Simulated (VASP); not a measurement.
Here is a VASP 6.6.1 calculation.

POSCAR

```
TaN
1.0
    2.7323076900      0.0000000000      0.0000000000
    0.0000000000      2.7323076900      0.0000000000
    0.0000000000      0.0000000000      2.7323076900
Ta N
1 1
Direct
    0.0000000000      0.0000000000      0.0000000000
    0.5000000000      0.5000000000      0.5000000000
```

File INCAR.step1:

```
SYSTEM = TaN
ALGO = Normal
EDIFF = 1E-4
ENCUT = 520
GGA = PE
ISMEAR = 0
ISPIN = 2
LASPH = .TRUE.
LCHARG = .FALSE.
LDAU = .TRUE.
LDAUJ = 0 0
LDAUL = 2 -1
LDAUTYPE = 2
LDAUU = 1 0
LMAXMIX = 4
LREAL = .FALSE.
LWAVE = .TRUE.
MAGMOM = 0.12 0.01
NBANDS = 19
NELM = 150
PREC = Accurate
SIGMA = 0.05
```

File INCAR.step2:

```
SYSTEM = TaN
ALGO = Normal
EDIFF = 1E-6
ENCUT = 520
ISIF = 2
ISMEAR = 0
ISPIN = 2
ISTART = 1
LASPH = .TRUE.
LCHARG = .FALSE.
LDAU = .TRUE.
LDAUJ = 0 0
LDAUL = 2 -1
LDAUPRINT = 1
LDAUTYPE = 2
LDAUU = 1 0
LMAXMIX = 4
LMIXTAU = .TRUE.
LORBIT = 11
LREAL = .FALSE.
LWAVE = .FALSE.
MAGMOM = 0.12 0.01
METAGGA = R2SCAN
NBANDS = 19
NELM = 150
PREC = Accurate
SIGMA = 0.05
```

Contents of KPOINTS:

```
k-points
0
G
  7 7 7
  0 0 0
```

Potentials or basis: VASP PAW PBE potentials, release 64 (Ta_pv, N).

Run with:

```console
$ cat potpaw_PBE.64/Ta_pv/POTCAR potpaw_PBE.64/N/POTCAR > POTCAR
$ cp INCAR.step1 INCAR
$ mpirun -np 1 vasp_std > vasp.out
$ cp INCAR.step2 INCAR
$ mpirun -np 1 vasp_std > vasp.out
```

**Question.** Estimate the net moment.

**Answer.** 0.19 μB per cell.

**Question.** What does it give for the pressure?

**Answer.** 6.6 GPa.

Eigenvalues of the final occupation matrices:
```tsv
site	spin	trace	eigenvalues
site 1 d	1	1.36	0.16 0.16 0.16 0.44 0.44
site 1 d	2	1.21	0.16 0.16 0.16 0.37 0.37
```

Caveat: the PAW data sets were made with another functional, which shifts forces and pressure a little; spin-orbit coupling is left out, which moves the levels of the heavy elements. The state reached can hang on the start; a lower one may exist.
